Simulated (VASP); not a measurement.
# Mo (R-3m) in VASP: notebook

Mo is run at these levels: LDA; tasks: single point.

Program: VASP 6.6.1. These are calculated values, not measurements. Logs are shortened: lines on timing, memory, paths and dates and some standing lists are left out, and cuts for length are marked.

## 1. The cell of the first run

It takes space group R-3m (No. 166, trigonal). Conventional cell: a = 3.967 Å, b = 3.967 Å, c = 2.962 Å, α = 90.00°, β = 90.00°, γ = 120.00°. Within 3.3 Å of Mo (site symmetry -3m) lie 14 Mo at 2.49 to 3.02 Å.

## 2. Single point, LDA (13.45 Å³/atom)

INCAR reads:

```
ALGO     = Fast           # electronic algorithm
EDIFF    = 1E-6           # SCF threshold, eV
ENCUT    = 520            # plane-wave cutoff, eV
ISIF     = 2              # what is computed and relaxed
ISMEAR   = 0              # smearing method
LASPH    = True           # aspherical terms in the spheres
LCHARG   = False          # write CHGCAR
LREAL    = False          # projectors in reciprocal space
LWAVE    = False          # write WAVECAR
NBANDS   = 13             # bands
NELM     = 80             # most SCF steps
PREC     = Accurate       # precision mode
SIGMA    = 0.15           # smearing width, eV
```

KPOINTS reads:

```
k-points
0
Gamma
  22 22 22
```

POSCAR reads:

```
Mo
1.0
   -1.2998672767      1.5049962996      1.5049962996
    1.5049962996     -1.2998672767      1.5049962996
    1.5049962996      1.5049962996     -1.2998672767
Mo
1
Direct
    0.0000000000      0.0000000000      0.0000000000
```

Potentials or basis: VASP PAW LDA potentials, release 64 (Mo_sv).

Launch:

```
$ cat potpaw_LDA.64/Mo_sv/POTCAR > POTCAR
$ mpirun -np 1 vasp_std > vasp.out
```

OUTCAR:

```text
EDIFF = 1E-6
   ENCUT = 520
   ISIF = 2
   ISMEAR = 0
   LASPH = True
   LREAL = False
   NELM = 80
   PREC = Accurate

 ion  position               nearest neighbor table
   1  0.000  0.000  0.000-

  LATTYP: Found a trigonal (rhomboedric) cell.
 ALAT       =     2.4939291611
 COS(alpha) =    -0.2648972803

  Lattice vectors:

 A1 = (  -1.2998672767,   1.5049962996,   1.5049962996)
 A2 = (   1.5049962996,  -1.2998672767,   1.5049962996)
 A3 = (   1.5049962996,   1.5049962996,  -1.2998672767)

Analysis of symmetry for initial positions (statically):
=====================================================================
 Subroutine PRICEL returns:
 Original cell was already a primitive cell.

 Routine SETGRP: Setting up the symmetry group for a
 trigonal (rhombohedral) supercell.

 Subroutine GETGRP returns: Found 12 space group operations
 (whereof 12 operations were pure point group operations)
 out of a pool of 12 trial point group operations.

The static configuration has the point symmetry D_3d.

Analysis of symmetry for dynamics (positions and initial velocities):
=====================================================================
 Subroutine PRICEL returns:
 Original cell was already a primitive cell.

 Routine SETGRP: Setting up the symmetry group for a
 trigonal (rhombohedral) supercell.

 Subroutine GETGRP returns: Found 12 space group operations
 (whereof 12 operations were pure point group operations)
 out of a pool of 12 trial point group operations.

The dynamic configuration has the point symmetry D_3d.

 Subroutine INISYM returns: Found 12 space group operations
 (whereof 12 operations are pure point group operations),
 and found     1 'primitive' translations

----------------------------------------------------------------------------------------

                                     Primitive cell

  volume of cell :      13.4540

  direct lattice vectors                    reciprocal lattice vectors
    -1.299867277  1.504996300  1.504996300    -0.042764897  0.313758682  0.313758682
     1.504996300 -1.299867277  1.504996300     0.313758682 -0.042764897  0.313758682
     1.504996300  1.504996300 -1.299867277     0.313758682  0.313758682 -0.042764897

  length of vectors
     2.493929161  2.493929161  2.493929161     0.445777811  0.445777811  0.445777811

  position of ions in fractional coordinates (direct lattice)
     0.000000000  0.000000000  0.000000000

  ion indices of the primitive-cell ions
   primitive index   ion index
[... 81 lines left out ...]
   POTIM  = 0.5000    time-step for ionic-motion
   TEBEG  =    0.0;   TEEND  =   0.0 temperature during run
   PSTRESS=    0.0 pullay stress
   NELECT =      14.0000    total number of electrons
   NUPDOWN=      -1.0000    fix difference up-down
   EMIN   =  10.00;   EMAX   =-10.00  energy-range for DOS
   EFERMI =   0.00;   METHOD = LEGACY
   ISMEAR =     0;   SIGMA  =   0.15  broadening in eV -4-tet -1-fermi 0-gaus
   EFERMI_NEDOS =   21; number of points for ismear=-14 and -15
   IALGO  =     68    algorithm
   IMIX   =      4    mixing-type and parameters
     AMIX     =   0.40;   BMIX     =  1.00
     AMIX_MAG =   1.60;   BMIX_MAG =  1.00
  volume/ion in A,a.u.               =      13.45        90.79
  Fermi-wavevector in a.u.,A,eV,Ry     =   1.658952  3.134964 37.444869  2.752120
  Thomas-Fermi vector in A             =   2.746444
   LORBIT       =      0    0 simple, 1 ext, 2 COOP (PROOUT), +10 PAW based schemes
   GGA     = CA    functional components
   LHFCALC =     F    Hartree Fock is set to
   AEXX    =    0.0000 exact exchange contribution
   IVDW    =     0    specifies the selected vdW correction
   LEPSILON=     F    determine dielectric tensor
   LRPA    =     F    only Hartree local field effects (RPA)
 non-spin polarized calculation
 RMM-DIIS sequential band-by-band and
 Gauss-broadening in eV      SIGMA  =   0.15
  energy-cutoff  :      520.00
  volume of cell :       13.45
 maximum number of plane-waves:       387
   NGX =  9   NGY =  9   NGZ =  9

 number of electron      14.0000002 magnetization

 Free energy of the ion-electron system (eV)
  ---------------------------------------------------
  ext. energy  EPLUGINS =         0.00000000
  ---------------------------------------------------
  free energy    TOTEN  =       -11.63930789 eV

  energy without entropy =      -11.63227789  energy(sigma->0) =      -11.63579289

 E-fermi :  15.2031     XC(G=0): -14.4291

 val. band max:       15.1975880735   @ k =  -0.4091   0.3182   0.0000
 cond. band min:      15.2090316884   @ k =  -0.4091   0.1818   0.1364
 fundamental gap:      0.0114436149
 Fermi energy:        15.2030594055

 k-point     1 :       0.0000    0.0000    0.0000
  band No.  band energies     occupation
      1     -46.0796      2.00000
      2     -19.2841      2.00000
      3     -18.7846      2.00000
      4     -18.7846      2.00000
      5       7.4761      2.00000
      6      11.6332      2.00000
      7      11.6332      2.00000
      8      15.8137      0.00000
      9      17.7839      0.00000
     10      17.7839      0.00000
     11      29.3244      0.00000
     12      29.3244      0.00000
     13      32.7897      0.00000
[... 354 lines left out ...]
  band No.  band energies     occupation
      1     -45.6621      2.00000
      2     -21.2994      2.00000
      3     -19.2670      2.00000
      4     -18.7964      2.00000
      5       9.2817      2.00000
      6      10.5932      2.00000
      7      15.3613      0.13575
      8      18.0002      0.00000
      9      18.1526      0.00000
     10      19.7383      0.00000
     11      28.4228      0.00000
     12      29.0710      0.00000
     13      35.6164      0.00000

 [... further k-points ...]

------------------------ aborting loop because EDIFF is reached ----------------------------------------

  FORCE on cell =-STRESS in cart. coord.  units (eV):
  Direction    XX          YY          ZZ          XY          YZ          ZX
  --------------------------------------------------------------------------------------
  -------------------------------------------------------------------------------------
  Total        4.2083391      4.2083391      4.2083391     -1.2956346     -1.2956346     -1.2956346
  in kB      501.1524852    501.1524852    501.1524852   -154.2913939   -154.2913939   -154.2913939
  external PRESSURE =     501.1524852 kB  Pullay stress =       0.0000000 kB

 VOLUME and BASIS-vectors are now :
 -----------------------------------------------------------------------------
  energy-cutoff  :      520.00
  volume of cell :       13.45
      direct lattice vectors                 reciprocal lattice vectors
    -1.299867277  1.504996300  1.504996300    -0.042764897  0.313758682  0.313758682
     1.504996300 -1.299867277  1.504996300     0.313758682 -0.042764897  0.313758682
     1.504996300  1.504996300 -1.299867277     0.313758682  0.313758682 -0.042764897

 POSITION                                       TOTAL-FORCE (eV/Angst)
 -----------------------------------------------------------------------------------
      0.00000      0.00000      0.00000        -0.000000      0.000000      0.000000
 -----------------------------------------------------------------------------------
    total drift:                                0.000000      0.000000      0.000000

  FREE ENERGIE OF THE ION-ELECTRON SYSTEM (eV)
  ---------------------------------------------------
  free  energy   TOTEN  =       -11.6393078943 eV

  energy  without entropy=      -11.6322778917  energy(sigma->0) =      -11.63579289
```

OSZICAR:

```text
N       E                     dE             d eps       ncg     rms          rms(c)
DAV:   1     0.978717205339E+02    0.97872E+02   -0.79428E+03 26819   0.113E+03
DAV:   2    -0.109884107058E+02   -0.10886E+03   -0.10447E+03 29254   0.327E+02
DAV:   3    -0.121900016263E+02   -0.12016E+01   -0.11986E+01 29959   0.356E+01
DAV:   4    -0.121928830300E+02   -0.28814E-02   -0.28813E-02 29884   0.203E+00
DAV:   5    -0.121929011011E+02   -0.18071E-04   -0.18074E-04 30384   0.146E-01    0.228E+01
RMM:   6    -0.117276990304E+02    0.46520E+00   -0.46055E-01 26648   0.675E+00    0.819E+00
RMM:   7    -0.116437278957E+02    0.83971E-01   -0.15090E-01 27436   0.377E+00    0.765E-01
RMM:   8    -0.116392295977E+02    0.44983E-02   -0.96317E-03 30037   0.115E+00    0.784E-02
RMM:   9    -0.116393021494E+02   -0.72552E-04   -0.10493E-03 30625   0.369E-01    0.960E-02
RMM:  10    -0.116393139182E+02   -0.11769E-04   -0.14050E-04 30351   0.143E-01    0.684E-02
RMM:  11    -0.116393071589E+02    0.67594E-05   -0.45327E-05 30525   0.770E-02    0.893E-03
RMM:  12    -0.116393078943E+02   -0.73543E-06   -0.70445E-06 29102   0.308E-02
   1 F= -.11639308E+02 E0= -.11635793E+02  d E =-.703000E-02
```

Wall time 60 s (1 thread of Intel Xeon 6975P-C (Granite Rapids), shared host); peak memory 0.27 GiB.

Results:

```
Free energy            : -11.6393 eV
Pressure               : 50.1 GPa
Band gap on the k mesh : zero (bands 7 and 8 overlap by 3.23 eV)
```

Stress tensor (GPa, compression positive):
```
 50.12 -15.43 -15.43
-15.43  50.12 -15.43
-15.43 -15.43  50.12
```

Levels at points of the mesh, in eV from the Fermi level:
```csv
k point,band 3,band 4,band 5,band 6,band 7,band 8,band 9,band 10,band 11,band 12
"(0.00, 0.00, 0.00)",-33.99,-33.99,-7.73,-3.57,-3.57,0.61,2.58,2.58,14.12,14.12
"(0.50, 0.00, 0.00)",-34.47,-33.98,-6.07,-4.72,1.20,2.82,3.03,4.23,13.03,13.44
"(0.50, 0.50, 0.00)",-35.43,-34.07,-6.87,-4.23,1.70,1.80,3.53,6.73,10.81,15.53
"(0.50, 0.50, 0.50)",-36.08,-35.27,-6.87,-6.87,1.36,6.29,6.29,8.18,11.76,11.76
```

Caveat: the cell stands under pressure.

(Part 1 of 2 ends here.)
